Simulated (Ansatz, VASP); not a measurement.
## Two plane-wave programs on Cu

```
CELL_PARAMETERS angstrom
2.55619 0.00000 0.00000
0.00000 2.55619 0.00000
0.00000 0.00000 33.07500
ATOMIC_POSITIONS crystal
Cu 0.00000 0.00000 0.23789
Cu 0.50000 0.50000 0.28896
Cu 0.00000 0.00000 0.34193
Cu 0.50000 0.50000 0.39471
Cu 0.00000 0.00000 0.44736
Cu 0.50000 0.50000 0.50000
Cu 0.00000 0.00000 0.55264
Cu 0.50000 0.50000 0.60529
Cu 0.00000 0.00000 0.65807
Cu 0.50000 0.50000 0.71104
Cu 0.00000 0.00000 0.76211
```

Alike in both runs: functional PBEsol; k mesh 18 × 18 × 1; occupations gaussian, width 0.1 eV; no spin polarisation.

Ansatz relaxed the structure, and its values are those at the end. VASP's run is a single point on that final structure, the one shown.

```csv
,VASP,Ansatz
version,VASP 6.6.1,Ansatz 0.2.0
potentials or method,"VASP PAW PBE potentials, release 64 (Cu)","scalar-relativistic, plane waves, PAW"
plane-wave cutoff (eV),520,420
valence electrons in the cell,121,209
```

VASP gave:

```
gap on the k mesh at the Fermi level (eV) : none
rms of the force components (eV/Å)        : 0.009
```

**Question.** Estimate Ansatz's values.

**Answer.** gap on the k mesh at the Fermi level (eV): none; rms of the force components (eV/Å): 0.000.

VASP's potentials were made for PBE, not for PBEsol. A gap of «none» marks a metal or a gap that the smearing closes. With one functional, cell and mesh, what is left measures potentials, basis and numerics. VASP's potentials hold 121 valence electrons a cell and Ansatz's 209, so a difference there can come from the potentials and not from the codes. Ansatz's warnings: xc potential rough in thin density.
